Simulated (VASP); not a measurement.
Write the native input for VASP 6.6.1 that does the following.

```yaml
Task: single point
Functional: LDA
Potentials_or_basis: VASP PAW LDA potentials, release 64 (Al, N)
Cutoff: 520 eV
k_mesh: 10 × 10 × 10
Occupations: gaussian, width 0.01 eV
Spin: no spin polarisation
Dipole_correction: no
Further_INCAR_settings: ALGO = Normal; EDIFF = 1e-06; NBANDS = 11
```

The structure of AlN lies in POSCAR:

```
AlN
1.0
    2.1602873807      2.1602873807      0.0000000000
   -2.1602873807      2.1602873807      0.0000000000
    0.0000000000      2.1602873807      2.1776565254
Al N
1 1
Direct
    0.0000000000      0.0000000000      0.0000000000
    0.2500000000      0.7500000000      0.5000000000
```

This cell differs from its parent crystal: in-plane strain -0.005.

The input as run:

INCAR

```
PREC = Accurate ; ENCUT = 520
EDIFF = 1E-6 ; ISMEAR = 0
SIGMA = 0.01 ; LREAL = F
LASPH = T ; NELM = 60
ALGO = Normal ; ISIF = 2
LWAVE = F ; LCHARG = F
GGA = CA ; NBANDS = 11
```

KPOINTS

```
regular mesh
0
Gamma
  10 10 10
```

Potentials or basis: VASP PAW LDA potentials, release 64 (Al, N).

Command:

```sh
$ cat potpaw_LDA.64/Al/POTCAR potpaw_LDA.64/N/POTCAR > POTCAR
$ mpirun -np 1 vasp_std > vasp.out
```

It gave:

```yaml
Pressure: 2.1 GPa
Band_gap_on_the_k_mesh: 3.21 eV, indirect (least direct gap 4.45 eV)
```

Caveat: the cell differs from its parent crystal (in-plane strain -0.005).

It took 14 s on 1 thread of Intel(R) Xeon(R) Platinum 8259CL CPU @ 2.50GHz (Skylake/Cascade Lake), on a shared host, peak memory 0.13 GiB.
